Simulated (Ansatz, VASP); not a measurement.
# AlNi3: VASP beside Ansatz

```xyz
4
Lattice="3.5231 0.0000 0.0000 0.0000 3.5231 0.0000 0.0000 0.0000 3.5231" Properties=species:S:1:pos:R:3 pbc="T T T"
Ni    1.7615    1.7615    0.0000
Ni    1.7615    0.0000    1.7615
Ni    0.0000    1.7615    1.7615
Al    0.0000    0.0000    0.0000
```

Alike in both runs: task relaxation of cell and atoms; functional revPBE; dispersion D3(BJ); k mesh 8 × 8 × 8; occupations fermi-dirac, width 0.05 eV; collinear spin.

```csv
,VASP,Ansatz
version,VASP 6.6.1,Ansatz 0.2.0
potentials or method,"VASP PAW PBE potentials, release 64 (Ni, Al)",Ansatz PAW
plane-wave cutoff (eV),600,420
valence electrons in the cell,33,57
```

Ansatz gave:

| Quantity | Value |
| --- | --- |
| net moment per atom (μB) | 0.18 |
| size of the moment on the site where the two differ most (μB) | 0.26 |
| relaxed volume (Å³/atom) | 10.77 |
| relaxed length of the cell vector where the two differ most in proportion (Å) | 3.506 |

Task: Which values does VASP return?

Result: net moment per atom (μB): 0.17; size of the moment on the site where the two differ most (μB): 0.24; relaxed volume (Å³/atom): 10.77; relaxed length of the cell vector where the two differ most in proportion (Å): 3.505.

VASP's potentials were made for PBE, not for revPBE. Site moments also hang on the region over which each program counts them. VASP's potentials hold 33 valence electrons a cell and Ansatz's 57, so a difference there can come from the potentials and not from the codes.

Noted on Ansatz's run: the plane-wave basis is chosen anew once the cell has moved, so the energies of steps on either side of that aren't comparable.
